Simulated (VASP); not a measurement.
A run of VASP 6.6.1 is set up as follows.

Contents of POSCAR:

```
AlN
1.0
    3.1302469247      0.0000000000      0.0000000000
   -1.5651234624      2.7108733569      0.0000000000
    0.0000000000      0.0000000000      5.0179926666
Al N
2 2
Direct
    0.3333333333      0.6666666667     -0.0007707950
    0.6666666667      0.3333333333      0.4992292050
    0.3333333333      0.6666666667      0.3807707950
    0.6666666667      0.3333333333      0.8807707950
```

File INCAR.step1:

```
PREC = Accurate ; ENCUT = 520
ISMEAR = 0 ; SIGMA = 0.02
LREAL = F ; LASPH = T
NELM = 60 ; NBANDS = 16
GGA = PE ; ALGO = Normal
EDIFF = 1E-4 ; LWAVE = T
LCHARG = F
```

Contents of INCAR.step2:

```
PREC = Accurate ; ENCUT = 520
EDIFF = 1E-7 ; ISMEAR = 0
SIGMA = 0.02 ; LREAL = F
LASPH = T ; NELM = 60
ALGO = Normal ; ISIF = 2
LWAVE = F ; LCHARG = F
METAGGA = R2SCAN ; LMIXTAU = T
NBANDS = 16 ; ISTART = 1
```

The input KPOINTS:

```
Automatic mesh
0
Gamma
  12 12 6
```

Potentials or basis: VASP PAW PBE potentials, release 64 (Al, N).

Command:

```bash
$ cat potpaw_PBE.64/Al/POTCAR potpaw_PBE.64/N/POTCAR > POTCAR
$ cp INCAR.step1 INCAR
$ mpirun -np 1 vasp_std > vasp.out
$ cp INCAR.step2 INCAR
$ mpirun -np 1 vasp_std > vasp.out
```

(1) What does it give for the largest force?

(2) Estimate the pressure.

Results:

(1) 0.007 eV/Å.

(2) -5.0 GPa.

Caveat: the PAW data sets were made with another functional, which shifts forces and pressure a little.
